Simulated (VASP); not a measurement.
# TiAl3 (P4mm) in VASP: single point with PBEsol

Aim: the single point of TiAl3 with PBEsol.

Everything below comes from runs of VASP 6.6.1. Logs are shortened: lines on timing, memory, paths and dates and some standing lists are left out, and cuts for length are marked.

## (1) The cell of the first run

Symmetry: P4mm, No. 99, tetragonal system. Conventional cell: a = 3.948 Å, b = 3.948 Å, c = 3.948 Å, α = 90.00°, β = 90.00°, γ = 90.00°. Within 3.6 Å of Ti (site symmetry 4mm) lie 12 Al at 2.75 to 2.84 Å. Al (site symmetry 2mm) has 4 Ti at 2.75 to 2.84 Å and 8 Al at 2.79 Å within 3.6 Å. Within 3.7 Å of Al (site symmetry 4mm) lie 8 Al at 2.79 Å and 4 Ti at 2.79 Å.

## (2) Single point, PBEsol

INCAR reads:

```
ALGO     = Fast           # electronic algorithm
EDIFF    = 1E-6           # SCF threshold, eV
ENCUT    = 520            # plane-wave cutoff, eV
GGA      = PS             # functional
ISIF     = 2              # what is computed and relaxed
ISMEAR   = 0              # smearing method
LASPH    = T              # aspherical terms in the spheres
LCHARG   = T              # write CHGCAR
LELF     = T              # ELF
LREAL    = F              # projectors in reciprocal space
LVHAR    = T            
LWAVE    = F              # write WAVECAR
NBANDS   = 18             # bands
NELM     = 100            # most SCF steps
PREC     = Accurate       # precision mode
SIGMA    = 0.15           # smearing width, eV
```

KPOINTS reads:

```
k-points
0
Gamma
  12 12 12
```

POSCAR reads:

```
TiAl3
1.0
    3.9483448106      0.0000000000      0.0000000000
    0.0000000000      3.9483448106      0.0000000000
    0.0000000000      0.0000000000      3.9483448106
Ti Al
1 3
Direct
    0.0000000000      0.0000000000      0.0000000000
    0.4841705821      0.5000000000      0.0000000000
    0.4841705821      0.0000000000      0.5000000000
   -0.0158294179      0.5000000000      0.5000000000
```

Potentials or basis: VASP PAW PBE potentials, release 64 (Ti_sv, Al).

Run with:

```sh
$ cat potpaw_PBE.64/Ti_sv/POTCAR potpaw_PBE.64/Al/POTCAR > POTCAR
$ mpirun -np 1 vasp_std > vasp.out
```

OUTCAR:

```text
EDIFF = 1E-6
   ENCUT = 520
   GGA = PS
   ISIF = 2
   ISMEAR = 0
   LASPH = T
   LREAL = F
   NELM = 100
   PREC = Accurate

 ion  position               nearest neighbor table
   1  0.000  0.000  0.000-   2 2.75   3 2.75   3 2.75   2 2.75   4 2.79   4 2.79   4 2.79   4 2.79
                             2 2.84   3 2.84   3 2.84   2 2.84
   2  0.484  0.500  0.000-   1 2.75   1 2.75   4 2.79   3 2.79   4 2.79   3 2.79   3 2.79   3 2.79
                             4 2.79   4 2.79   1 2.84   1 2.84
   3  0.484  0.000  0.500-   1 2.75   1 2.75   4 2.79   2 2.79   2 2.79   2 2.79   4 2.79   2 2.79
                             4 2.79   4 2.79   1 2.84   1 2.84
   4  0.984  0.500  0.500-   2 2.79   3 2.79   2 2.79   3 2.79   2 2.79   3 2.79   2 2.79   3 2.79
                             1 2.79   1 2.79   1 2.79   1 2.79

  LATTYP: Found a simple cubic cell.
 ALAT       =     3.9483448106

  Lattice vectors:

 A1 = (   3.9483448106,   0.0000000000,   0.0000000000)
 A2 = (   0.0000000000,   3.9483448106,   0.0000000000)
 A3 = (   0.0000000000,   0.0000000000,   3.9483448106)

Analysis of symmetry for initial positions (statically):
=====================================================================
 Subroutine PRICEL returns:
 Original cell was already a primitive cell.

 Routine SETGRP: Setting up the symmetry group for a
 simple cubic supercell.

 Subroutine GETGRP returns: Found  8 space group operations
 (whereof  8 operations were pure point group operations)
 out of a pool of 48 trial point group operations.

The static configuration has the point symmetry C_4v.

Analysis of symmetry for dynamics (positions and initial velocities):
=====================================================================
 Subroutine PRICEL returns:
 Original cell was already a primitive cell.

 Routine SETGRP: Setting up the symmetry group for a
 simple cubic supercell.

 Subroutine GETGRP returns: Found  8 space group operations
 (whereof  8 operations were pure point group operations)
 out of a pool of 48 trial point group operations.

The dynamic configuration has the point symmetry C_4v.

 Subroutine INISYM returns: Found  8 space group operations
 (whereof  8 operations are pure point group operations),
 and found     1 'primitive' translations

----------------------------------------------------------------------------------------

                                     Primitive cell

  volume of cell :      61.5524

  direct lattice vectors                    reciprocal lattice vectors
     3.948344811  0.000000000  0.000000000     0.253270686  0.000000000  0.000000000
     0.000000000  3.948344811  0.000000000     0.000000000  0.253270686  0.000000000
     0.000000000  0.000000000  3.948344811     0.000000000  0.000000000  0.253270686

  length of vectors
     3.948344811  3.948344811  3.948344811     0.253270686  0.253270686  0.253270686

  position of ions in fractional coordinates (direct lattice)
     0.000000000  0.000000000  0.000000000
     0.484170582  0.500000000  0.000000000
     0.484170582  0.000000000  0.500000000
     0.984170582  0.500000000  0.500000000

  ion indices of the primitive-cell ions
   primitive index   ion index
                 1           1
                 2           2
                 3           3
                 4           4

----------------------------------------------------------------------------------------

 KPOINTS: k-points

Automatic generation of k-mesh.
 Grid dimensions read from file:
 generate k-points for:   12   12   12

 Generating k-lattice:

  Cartesian coordinates                     Fractional coordinates (reciprocal lattice)
     0.021105891  0.000000000  0.000000000     0.083333333  0.000000000  0.000000000
     0.000000000  0.021105891  0.000000000     0.000000000  0.083333333  0.000000000
     0.000000000  0.000000000  0.021105891     0.000000000  0.000000000  0.083333333

  Length of vectors
     0.021105891  0.021105891  0.021105891

  Shift w.r.t. Gamma in fractional coordinates (k-lattice)
     0.000000000  0.000000000  0.000000000

 Subroutine IBZKPT returns following result:
 ===========================================

 Found    196 irreducible k-points:

 Following reciprocal coordinates:
            Coordinates               Weight
  0.000000  0.000000  0.000000      1.000000
  0.083333  0.000000  0.000000      2.000000
  0.000000  0.083333  0.000000      4.000000
  0.166667  0.000000  0.000000      2.000000
  0.000000  0.166667  0.000000      4.000000
  0.250000  0.000000  0.000000      2.000000
[... 16 lines left out ...]
  0.000000  0.333333  0.083333      8.000000
  0.083333  0.000000  0.333333      8.000000
 [... further k-points ...]
   k-points           NKPTS =    196   k-points in BZ     NKDIM =    196   number of bands    NBANDS=     18
   number of dos      NEDOS =    301   number of ions     NIONS =      4
   total plane-waves  NPLWV =  27000
   dimension x,y,z NGX =    30 NGY =   30 NGZ =   30
   dimension x,y,z NGXF=    60 NGYF=   60 NGZF=   60
   ions per type =               1   3
   NGX,Y,Z   is equivalent  to a cutoff of  12.63, 12.63, 12.63 a.u.
   NGXF,Y,Z  is equivalent  to a cutoff of  25.26, 25.26, 25.26 a.u.
 SYSTEM =  unknown system
   PREC   = accura    normal or accurate (medium, high low for compatibility)
   ISTART =      0    job   : 0-new  1-cont  2-samecut
   ICHARG =      2    charge: 1-file 2-atom 10-const
   ISPIN  =      1    spin polarized calculation?
   LNONCOLLINEAR =      F non collinear calculations
   LSORBIT =      F    spin-orbit coupling
   LASPH  =      T    aspherical Exc in radial PAW
   ENCUT  =  520.0 eV  38.22 Ry    6.18 a.u.   7.34  7.34  7.34*2*pi/ulx,y,z
   NELM   =    100;   NELMIN=  2; NELMDL= -5     # of ELM steps
   EDIFF  = 0.1E-05   stopping-criterion for ELM
   LREAL  =      F    real-space projection
   EDIFFG = 0.1E-04   stopping-criterion for IOM
   NSW    =      0    number of steps for IOM
   IBRION =     -1    ionic relax: 0-MD 1-quasi-New 2-CG
   NFREE  =      0    steps in history (QN), initial steepest desc. (CG)
   ISIF   =      2    stress and relaxation
   ISYM   =      2    0-nonsym 1-usesym 2-fastsym
   POTIM  = 0.5000    time-step for ionic-motion
   TEBEG  =    0.0;   TEEND  =   0.0 temperature during run
   PSTRESS=    0.0 pullay stress
   NELECT =      21.0000    total number of electrons
   NUPDOWN=      -1.0000    fix difference up-down
   EMIN   =  10.00;   EMAX   =-10.00  energy-range for DOS
   EFERMI =   0.00;   METHOD = LEGACY
   ISMEAR =     0;   SIGMA  =   0.15  broadening in eV -4-tet -1-fermi 0-gaus
   EFERMI_NEDOS =   21; number of points for ismear=-14 and -15
   IALGO  =     68    algorithm
   IMIX   =      4    mixing-type and parameters
     AMIX     =   0.40;   BMIX     =  1.00
     AMIX_MAG =   1.60;   BMIX_MAG =  1.00
  volume/ion in A,a.u.               =      15.39       103.84
  Fermi-wavevector in a.u.,A,eV,Ry     =   1.143930  2.161715 17.804261  1.308576
  Thomas-Fermi vector in A             =   2.280624
   LORBIT       =      0    0 simple, 1 ext, 2 COOP (PROOUT), +10 PAW based schemes
   GGA     = PS    functional components
   LHFCALC =     F    Hartree Fock is set to
   AEXX    =    0.0000 exact exchange contribution
   IVDW    =     0    specifies the selected vdW correction
   LEPSILON=     F    determine dielectric tensor
   LRPA    =     F    only Hartree local field effects (RPA)
 non-spin polarized calculation
 RMM-DIIS sequential band-by-band and
 Gauss-broadening in eV      SIGMA  =   0.15
  energy-cutoff  :      520.00
  volume of cell :       61.55
 maximum number of plane-waves:      1683
 NGX is ok and might be reduce to    30
   NGX = 15   NGY = 15   NGZ = 15

 number of electron      20.9999997 magnetization

 Free energy of the ion-electron system (eV)
  ---------------------------------------------------
  ext. energy  EPLUGINS =         0.00000000
  ---------------------------------------------------
  free energy    TOTEN  =       -22.11413289 eV

  energy without entropy =      -22.08578808  energy(sigma->0) =      -22.09996049

 E-fermi :   9.1119     XC(G=0): -10.9367

 val. band max:        9.1100958960   @ k =   0.2500   0.1667   0.0000
 cond. band min:       9.1121758951   @ k =   0.5000   0.0833   0.0000
 fundamental gap:      0.0020799991
 Fermi energy:         9.1119214995

 k-point     1 :       0.0000    0.0000    0.0000
  band No.  band energies     occupation
      1     -47.5953      2.00000
      2     -24.0043      2.00000
      3     -24.0043      2.00000
      4     -24.0043      2.00000
      5      -1.7485      2.00000
      6       5.9803      2.00000
[... 10 lines left out ...]
     17      14.8455      0.00000
     18      14.8675      0.00000

 k-point     2 :       0.0833    0.0000    0.0000
  band No.  band energies     occupation
      1     -47.5953      2.00000
      2     -24.0058      2.00000
      3     -24.0042      2.00000
      4     -24.0042      2.00000
      5      -1.6806      2.00000
      6       5.4296      2.00000
[... 10 lines left out ...]
     17      14.7595      0.00000
     18      14.7757      0.00000

 k-point     3 :       0.0000    0.0833    0.0000
  band No.  band energies     occupation
      1     -47.5953      2.00000
      2     -24.0058      2.00000
      3     -24.0042      2.00000
      4     -24.0042      2.00000
      5      -1.6806      2.00000
      6       5.4301      2.00000
[... 10 lines left out ...]
     17      14.7640      0.00000
     18      14.7951      0.00000

 k-point     4 :       0.1667    0.0000    0.0000
  band No.  band energies     occupation
      1     -47.5951      2.00000
      2     -24.0096      2.00000
      3     -24.0040      2.00000
      4     -24.0040      2.00000
      5      -1.4782      2.00000
      6       4.4621      2.00000
[... 10 lines left out ...]
     17      14.3276      0.00000
     18      14.3277      0.00000

 k-point     5 :       0.0000    0.1667    0.0000
  band No.  band energies     occupation
      1     -47.5951      2.00000
      2     -24.0097      2.00000
      3     -24.0040      2.00000
      4     -24.0040      2.00000
      5      -1.4781      2.00000
      6       4.4625      2.00000
[... 10 lines left out ...]
     17      14.3337      0.00000
     18      14.3493      0.00000

 k-point     6 :       0.2500    0.0000    0.0000
  band No.  band energies     occupation
      1     -47.5949      2.00000
      2     -24.0150      2.00000
      3     -24.0036      2.00000
      4     -24.0036      2.00000
      5      -1.1453      2.00000
      6       3.4415      2.00000
[... 307 lines left out ...]
 k-point    21 :       0.0833    0.0000    0.2500
  band No.  band energies     occupation
      1     -47.5949      2.00000
      2     -24.0148      2.00000
      3     -24.0050      2.00000
      4     -24.0035      2.00000
      5      -1.0795      2.00000
      6       3.4964      2.00000
[... 10 lines left out ...]
     17      13.6246      0.00000
     18      14.4933      0.00000

 k-point    22 :       0.3333    0.0833    0.0000
  band No.  band energies     occupation
      1     -47.5946      2.00000
      2     -24.0201      2.00000
      3     -24.0046      2.00000
      4     -24.0031      2.00000
      5      -0.6272      2.00000
      6       2.5247      2.00000
[... 10 lines left out ...]
     17      12.9361      0.00000
     18      14.9005      0.00000

 k-point    23 :       0.0000    0.3333    0.0833
  band No.  band energies     occupation
      1     -47.5946      2.00000
      2     -24.0201      2.00000
      3     -24.0046      2.00000
      4     -24.0031      2.00000
      5      -0.6271      2.00000
      6       2.5252      2.00000
[... 10 lines left out ...]
     17      12.9836      0.00000
     18      15.1259      0.00000

 k-point    24 :       0.0833    0.0000    0.3333
  band No.  band energies     occupation
      1     -47.5946      2.00000
      2     -24.0201      2.00000
      3     -24.0046      2.00000
      4     -24.0031      2.00000
      5      -0.6271      2.00000
      6       2.5252      2.00000
[... 10 lines left out ...]
     17      12.9513      0.00000
     18      15.0626      0.00000

 [... further k-points ...]

------------------------ aborting loop because EDIFF is reached ----------------------------------------

  FORCE on cell =-STRESS in cart. coord.  units (eV):
  Direction    XX          YY          ZZ          XY          YZ          ZX
  --------------------------------------------------------------------------------------
  -------------------------------------------------------------------------------------
  Total        0.1160660      0.0966624      0.0966624      0.0000000     -0.0000000     -0.0000000
  in kB        3.0211368      2.5160720      2.5160720      0.0000000     -0.0000000     -0.0000000
  external PRESSURE =       2.6844269 kB  Pullay stress =       0.0000000 kB

 VOLUME and BASIS-vectors are now :
 -----------------------------------------------------------------------------
  energy-cutoff  :      520.00
  volume of cell :       61.55
      direct lattice vectors                 reciprocal lattice vectors
     3.948344811  0.000000000  0.000000000     0.253270686  0.000000000  0.000000000
     0.000000000  3.948344811  0.000000000     0.000000000  0.253270686  0.000000000
     0.000000000  0.000000000  3.948344811     0.000000000  0.000000000  0.253270686

 POSITION                                       TOTAL-FORCE (eV/Angst)
 -----------------------------------------------------------------------------------
      0.00000      0.00000      0.00000        -0.579867      0.000000      0.000000
      1.91167      1.97417      0.00000         0.258138      0.000000      0.000000
      1.91167      0.00000      1.97417         0.258138     -0.000000     -0.000000
      3.88584      1.97417      1.97417         0.063591      0.000000      0.000000
 -----------------------------------------------------------------------------------
    total drift:                               -0.000304      0.000000      0.000000

  FREE ENERGIE OF THE ION-ELECTRON SYSTEM (eV)
  ---------------------------------------------------
  free  energy   TOTEN  =       -22.1141328933 eV

  energy  without entropy=      -22.0857880767  energy(sigma->0) =      -22.09996049
```

It took 6.2 min on 1 thread of AMD EPYC 9R14 (Zen 4), shared host; peak memory 0.29 GiB.

What came out:

```yaml
Free_energy: -22.1141 eV
Pressure: 0.3 GPa
Largest_force: 0.580 eV/Å
Band_gap_on_the_k_mesh: zero (an odd number of electrons rules out a gap without spin polarisation)
```

Forces in eV/Å, atoms in the order of the input:
```
Ti  -0.580  0.000  0.000
Al   0.258  0.000  0.000
Al   0.258  0.000  0.000
Al   0.064  0.000  0.000
```

Levels at points of the mesh, in eV from the Fermi level:
```
           k point  band 7  band 8  band 9  band 10  band 11  band 12  band 13  band 14
(0.00, 0.00, 0.00)   -3.13   -2.18   -2.18    -2.17     0.14     0.15     0.15     0.68
(0.50, 0.00, 0.00)   -2.28   -2.28   -2.23     0.40     0.74     0.74     0.88     1.06
(0.00, 0.50, 0.00)   -2.29   -2.28   -2.22     0.36     0.74     0.78     0.94     0.99
(0.50, 0.50, 0.00)   -6.15   -5.07   -1.28    -1.28     0.62     0.86     1.10     1.14
(0.00, 0.50, 0.50)   -6.15   -5.07   -1.27    -1.27     0.60     0.86     1.12     1.14
(0.50, 0.50, 0.50)   -5.17   -5.01   -3.52    -3.52    -3.52     0.18     1.20     1.20
```

Caveat: the cell differs from its parent crystal (all Al atoms moved +0.062 Å, as atom 2 towards its neighbour atom 2 (Al) at 3.948 Å); the PAW data sets were made with another functional, which shifts forces and pressure a little.
